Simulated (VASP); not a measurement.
# RbSb4As3 (R-3m) in VASP: single point with PBE

Aim: the single point of RbSb4As3 with PBE.

Program: VASP 6.6.1. These are calculated values, not measurements. Logs are shortened: lines on timing, memory, paths and dates and some standing lists are left out, and cuts for length are marked.

### 1 The cell of the first run

It takes space group R-3m (No. 166, trigonal). The conventional cell has a = 4.567 Å, b = 4.567 Å, c = 37.707 Å, α = 90.00°, β = 90.00°, γ = 120.00°. Rb (site symmetry -3m) has 6 As at 3.58 Å and 6 Sb at 4.01 Å and 6 Rb at 4.57 Å within 4.7 Å. Sb (site symmetry 3m) has 4 As at 2.70 to 3.26 Å and 3 Sb at 3.37 Å within 3.6 Å. Sb (site symmetry 3m) has 4 As at 2.69 to 2.88 Å and 6 Sb at 3.37 to 3.52 Å within 3.6 Å. Within 3.6 Å of As (site symmetry 3m) lie 4 Sb at 2.69 to 2.70 Å and 3 Rb at 3.58 Å. Within 3.8 Å of As (site symmetry -3m) lie 8 Sb at 2.88 to 3.26 Å.

### 2 Single point, PBE

Contents of INCAR:

```
PREC = Accurate ; ENCUT = 520
EDIFF = 1E-7 ; ISMEAR = -1
SIGMA = 0.1 ; LREAL = False
LASPH = True ; NELM = 80
ALGO = Normal ; ISIF = 2
LWAVE = False ; LCHARG = False
GGA = PE ; NBANDS = 32
```

Contents of KPOINTS:

```
Automatic mesh
0
Gamma
  8 8 8
```

Contents of POSCAR:

```
RbSb4As3
1.0
    4.5673430000      0.0000000000      0.0000000000
   -2.2836710000      3.9554380000      0.0000000000
   -2.2836710000      1.3184790000     12.5688990000
Rb Sb As
1 4 3
Direct
    0.5000000000      0.5000000000      0.5000000000
    0.0864700000      0.9135300000      0.2594100000
    0.9135300000      0.0864700000      0.7405900000
    0.3024200000      0.6975800000      0.9072600000
    0.6975800000      0.3024200000      0.0927400000
    0.2310000000      0.7690000000      0.6930000000
    0.7690000000      0.2310000000      0.3070000000
    0.0000000000      0.0000000000      0.0000000000
```

Potentials or basis: VASP PAW PBE potentials, release 64 (Rb_sv, Sb, As).

The run is started by

```
cat potpaw_PBE.64/Rb_sv/POTCAR potpaw_PBE.64/Sb/POTCAR potpaw_PBE.64/As/POTCAR > POTCAR
mpirun -np 1 vasp_std > vasp.out
```

OUTCAR:

```text
PREC = Accurate
   ENCUT = 520
   EDIFF = 1E-7
   ISMEAR = -1
   LREAL = False
   LASPH = True
   NELM = 80
   ISIF = 2
   GGA = PE

 ion  position               nearest neighbor table
   1  0.500  0.500  0.500-   6 3.58   7 3.58   6 3.58   7 3.58   6 3.58   7 3.58   2 4.01   3 4.01
                             3 4.01   2 4.01   2 4.01   3 4.01
   2  0.086  0.914  0.259-   7 2.70   7 2.70   7 2.70   8 3.26   5 3.37   5 3.37   5 3.37   1 4.01
                             1 4.01   1 4.01
   3  0.914  0.086  0.741-   6 2.70   6 2.70   6 2.70   8 3.26   4 3.37   4 3.37   4 3.37   1 4.01
                             1 4.01   1 4.01
   4  0.302  0.698  0.907-   6 2.69   8 2.88   8 2.88   8 2.88   3 3.37   3 3.37   3 3.37   5 3.52
                             5 3.52   5 3.52
   5  0.698  0.302  0.093-   7 2.69   8 2.88   8 2.88   8 2.88   2 3.37   2 3.37   2 3.37   4 3.52
                             4 3.52   4 3.52
   6  0.231  0.769  0.693-   4 2.69   3 2.70   3 2.70   3 2.70   1 3.58   1 3.58   1 3.58
   7  0.769  0.231  0.307-   5 2.69   2 2.70   2 2.70   2 2.70   1 3.58   1 3.58   1 3.58
   8  0.000  0.000  0.000-   4 2.88   5 2.88   5 2.88   4 2.88   5 2.88   4 2.88   2 3.26   3 3.26

  LATTYP: Found a trigonal (rhomboedric) cell.
 ALAT       =    12.8425377103
 COS(alpha) =     0.9367593825

  Lattice vectors:

 A1 = (   0.0000000000,  -2.6369590000,  12.5688990000)
 A2 = (   2.2836720000,   1.3184790000,  12.5688990000)
 A3 = (  -2.2836710000,   1.3184790000,  12.5688990000)

Analysis of symmetry for initial positions (statically):
=====================================================================
 Subroutine PRICEL returns:
 Original cell was already a primitive cell.

 Routine SETGRP: Setting up the symmetry group for a
 trigonal (rhombohedral) supercell.

 Subroutine GETGRP returns: Found 12 space group operations
 (whereof 12 operations were pure point group operations)
 out of a pool of 12 trial point group operations.

The static configuration has the point symmetry D_3d.

Analysis of symmetry for dynamics (positions and initial velocities):
=====================================================================
 Subroutine PRICEL returns:
 Original cell was already a primitive cell.

 Routine SETGRP: Setting up the symmetry group for a
 trigonal (rhombohedral) supercell.

 Subroutine GETGRP returns: Found 12 space group operations
 (whereof 12 operations were pure point group operations)
 out of a pool of 12 trial point group operations.

The dynamic configuration has the point symmetry D_3d.

 Subroutine INISYM returns: Found 12 space group operations
 (whereof 12 operations are pure point group operations),
 and found     1 'primitive' translations

[... 111 lines left out ...]
   NFREE  =      0    steps in history (QN), initial steepest desc. (CG)
   ISIF   =      2    stress and relaxation
   ISYM   =      2    0-nonsym 1-usesym 2-fastsym
   POTIM  = 0.5000    time-step for ionic-motion
   TEBEG  =    0.0;   TEEND  =   0.0 temperature during run
   PSTRESS=    0.0 pullay stress
   NELECT =      44.0000    total number of electrons
   NUPDOWN=      -1.0000    fix difference up-down
   EMIN   =  10.00;   EMAX   =-10.00  energy-range for DOS
   EFERMI =   0.00;   METHOD = LEGACY
   ISMEAR =    -1;   SIGMA  =   0.10  broadening in eV -4-tet -1-fermi 0-gaus
   EFERMI_NEDOS =   21; number of points for ismear=-14 and -15
   IALGO  =     38    algorithm
   IMIX   =      4    mixing-type and parameters
     AMIX     =   0.40;   BMIX     =  1.00
     AMIX_MAG =   1.60;   BMIX_MAG =  1.00
  volume/ion in A,a.u.               =      28.38       191.54
  Fermi-wavevector in a.u.,A,eV,Ry     =   0.947343  1.790219 12.210667  0.897459
  Thomas-Fermi vector in A             =   2.075427
   LORBIT       =      0    0 simple, 1 ext, 2 COOP (PROOUT), +10 PAW based schemes
   GGA     = PE    functional components
   LHFCALC =     F    Hartree Fock is set to
   AEXX    =    0.0000 exact exchange contribution
   IVDW    =     0    specifies the selected vdW correction
   LEPSILON=     F    determine dielectric tensor
   LRPA    =     F    only Hartree local field effects (RPA)
 non-spin polarized calculation
  energy-cutoff  :      520.00
  volume of cell :      227.07
 maximum number of plane-waves:      6173
 NGX is ok and might be reduce to    36
   NGX = 17   NGY = 17   NGZ = 47

 number of electron      43.9999998 magnetization

 Free energy of the ion-electron system (eV)
  ---------------------------------------------------
  ext. energy  EPLUGINS =         0.00000000
  ---------------------------------------------------
  free energy    TOTEN  =       -29.53553172 eV

  energy without entropy =      -29.37146541  energy(sigma->0) =      -29.45349856

 E-fermi :   5.9093     XC(G=0):  -9.2280

 val. band max:        5.8930804766   @ k =   0.2500  -0.3750   0.1250
 cond. band min:       5.9125536838   @ k =   0.2500  -0.0000   0.3750
 fundamental gap:      0.0194732072
 Fermi energy:         5.9093089747

 k-point     1 :       0.0000    0.0000    0.0000
  band No.  band energies     occupation
      1     -22.0070      2.00000
      2      -8.1503      2.00000
      3      -7.7531      2.00000
      4      -6.8244      2.00000
      5      -6.0666      2.00000
      6      -6.0666      2.00000
[... 829 lines left out ...]
     31       8.1854      0.00000
     32       8.4514      0.00000

 [... further k-points ...]
[... 5 lines left out ...]
  --------------------------------------------------------------------------------------
  -------------------------------------------------------------------------------------
  Total       12.5484755     12.5484941      8.6484892      0.0000016     -0.0000002      0.0000002
  in kB       88.5413426     88.5414739     61.0232571      0.0000112     -0.0000016      0.0000016
  external PRESSURE =      79.3686912 kB  Pullay stress =       0.0000000 kB

 VOLUME and BASIS-vectors are now :
 -----------------------------------------------------------------------------
  energy-cutoff  :      520.00
  volume of cell :      227.07
      direct lattice vectors                 reciprocal lattice vectors
     4.567343000  0.000000000  0.000000000     0.218945676  0.126408223  0.026520485
    -2.283671000  3.955438000  0.000000000     0.000000000  0.252816502 -0.026520481
    -2.283671000  1.318479000 12.568899000     0.000000000  0.000000000  0.079561464

 POSITION                                       TOTAL-FORCE (eV/Angst)
 -----------------------------------------------------------------------------------
      0.00000      2.63696      6.28445         0.000000     -0.000000      0.000000
     -2.28367      3.95544      3.26050         0.000000     -0.000000      0.020781
      2.28367      1.31848      9.30840        -0.000000      0.000000     -0.020781
     -2.28367      3.95544     11.40326         0.000000     -0.000000      0.473395
      2.28367      1.31848      1.16564        -0.000000      0.000000     -0.473395
     -2.28367      3.95544      8.71025        -0.000000      0.000000     -1.021762
      2.28367      1.31848      3.85865         0.000000     -0.000000      1.021762
      0.00000      0.00000      0.00000         0.000000     -0.000000      0.000000
 -----------------------------------------------------------------------------------
    total drift:                               -0.000000     -0.000000     -0.000000

  FREE ENERGIE OF THE ION-ELECTRON SYSTEM (eV)
  ---------------------------------------------------
  free  energy   TOTEN  =       -29.5355317211 eV

  energy  without entropy=      -29.3714654052  energy(sigma->0) =      -29.45349856
```

OSZICAR:

```text
N       E                     dE             d eps       ncg     rms          rms(c)
DAV:   1     0.237558030214E+03    0.23756E+03   -0.16397E+04  4160   0.114E+03
DAV:   2    -0.728361344864E+01   -0.24484E+03   -0.23544E+03  5160   0.199E+02
DAV:   3    -0.292165449737E+02   -0.21933E+02   -0.21369E+02  5776   0.610E+01
DAV:   4    -0.298910046673E+02   -0.67446E+00   -0.67170E+00  5928   0.970E+00
DAV:   5    -0.299135229351E+02   -0.22518E-01   -0.22507E-01  5864   0.141E+00    0.702E+00
DAV:   6    -0.295797837183E+02    0.33374E+00   -0.70652E-01  5240   0.344E+00    0.432E+00
DAV:   7    -0.295458716598E+02    0.33912E-01   -0.52883E-01  5072   0.277E+00    0.172E+00
DAV:   8    -0.295364281406E+02    0.94435E-02   -0.83316E-02  5200   0.118E+00    0.354E-01
DAV:   9    -0.295353388559E+02    0.10893E-02   -0.11262E-02  5056   0.450E-01    0.199E-01
DAV:  10    -0.295354326219E+02   -0.93766E-04   -0.25275E-03  5144   0.194E-01    0.108E-01
DAV:  11    -0.295354915628E+02   -0.58941E-04   -0.45954E-04  5408   0.921E-02    0.481E-02
DAV:  12    -0.295355294916E+02   -0.37929E-04   -0.10893E-04  5480   0.447E-02    0.112E-02
DAV:  13    -0.295355310504E+02   -0.15588E-05   -0.17290E-05  5144   0.193E-02    0.965E-03
DAV:  14    -0.295355318484E+02   -0.79795E-06   -0.10026E-05  5000   0.135E-02    0.396E-03
DAV:  15    -0.295355317031E+02    0.14526E-06   -0.11758E-06  5256   0.452E-03    0.274E-03
DAV:  16    -0.295355317211E+02   -0.18020E-07   -0.28223E-07  4304   0.220E-03
   1 F= -.29535532E+02 E0= -.29453499E+02  d E =-.164066E+00
```

stdout:

```text
POSCAR found type information on POSCAR RbSbAs
 POSCAR found :  3 types and       8 ions
 scaLAPACK will be used
 LDA part: xc-table for (Slater+PW92), standard interpolation
 POSCAR, INCAR and KPOINTS ok, starting setup
 FFT: planning ... GRIDC
 FFT: planning ... GRID_SOFT
 FFT: planning ... GRID
 WAVECAR not read
 entering main loop
```

It took 7.3 min on 1 thread of Intel Xeon Platinum 8375C at 2.90GHz (Ice Lake), shared host; peak memory 0.64 GiB.

Results:

- Free energy: -29.5355 eV
- Pressure: 7.9 GPa
- Largest force: 1.022 eV/Å
- Band gap on the k mesh: zero (band 22 reaches 6.35 eV, above the bottom of band 23 at 5.55 eV)

Forces on the atoms (eV/Å):
```
Rb   0.000  0.000  0.000
Sb   0.000  0.000  0.021
Sb   0.000  0.000 -0.021
Sb   0.000  0.000  0.473
Sb   0.000  0.000 -0.473
As   0.000  0.000 -1.022
As   0.000  0.000  1.022
As   0.000  0.000  0.000
```

Stress tensor (GPa, compression positive):
```
8.85 0.00 0.00
0.00 8.85 0.00
0.00 0.00 6.10
```

Caveat: spin-orbit coupling is left out, which moves the levels of the heavy elements; forces of over 1 eV/Å act on the atoms, so gaps and moduli don't describe the material at rest.
